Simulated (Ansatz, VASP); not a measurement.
# One calculation of GaP, two programs

File POSCAR:

```
GaP
1.0
    0.0000000000      2.7508023228      2.7508023228
    2.7508023228      0.0000000000      2.7508023228
    2.7508023228      2.7508023228      0.0000000000
Ga P
1 1
Direct
    0.0000000000      0.0000000000      0.0000000000
    0.7500000000      0.7500000000      0.7500000000
```

File INCAR.step1:

```
ALGO = Normal
EDIFF = 1E-4
ENCUT = 520
GGA = PE
ISMEAR = 0
LASPH = T
LCHARG = F
LREAL = F
LWAVE = T
NBANDS = 16
NELM = 60
PREC = Accurate
SIGMA = 0.05
```

INCAR.step2

```
ALGO = Normal
EDIFF = 1E-6
ENCUT = 520
ISIF = 2
ISMEAR = 0
ISTART = 1
IVDW = 13
LASPH = T
LCHARG = F
LMIXTAU = T
LREAL = F
LWAVE = F
METAGGA = R2SCAN
NBANDS = 16
NELM = 60
PREC = Accurate
SIGMA = 0.05
VDW_A1 = 0.51559235
VDW_A2 = 5.77342911
VDW_S6 = 1.0
VDW_S8 = 0.6018749
```

File KPOINTS:

```
k-points
0
Gamma
  8 8 8
```

Input for Ansatz:

```yaml
crystal:
  lattice:
    - [0.0, 2.7508023228, 2.7508023228]
    - [2.7508023228, 0.0, 2.7508023228]
    - [2.7508023228, 2.7508023228, 0.0]
  atoms:
    - { symbol: Ga, position: [0.0, 0.0, 0.0] }
    - { symbol: P, position: [0.75, 0.75, 0.75] }
basis:
  ecutwfc: 500
  ecutrho_ratio: 4
kpoints:
  mp_grid: { grid: [8, 8, 8] }
hamiltonian:
  xc: r2scan
  dispersion: d4
scf:
  occupations: { method: gaussian, width: 0.05 }
output:
  forces: true
  stress: true
  eigenvalues: true
```

Alike in both runs: task single point; functional r2SCAN; dispersion D4; k mesh 8 × 8 × 8; occupations gaussian, width 0.05 eV; no spin polarisation.

|  | VASP | Ansatz |
| --- | --- | --- |
| version | VASP 6.6.1 | Ansatz 0.2.0 |
| potentials or method | VASP PAW PBE potentials, release 64 (Ga_d, P), cutoff 520 eV | scalar-relativistic, plane waves, PAW |
| valence electrons in the cell | 18 | 18 |

Ansatz gave:

```
gap on the k mesh at the Fermi level (eV) : 1.93
least direct gap on the mesh (eV)         : 2.12
pressure (GPa)                            : -3.3
```

**Question.** Which values does VASP return?

**Answer.** gap on the k mesh at the Fermi level (eV): 1.94; least direct gap on the mesh (eV): 2.10; pressure (GPa): -3.3.

VASP's potentials were made for PBE, not for r2SCAN.
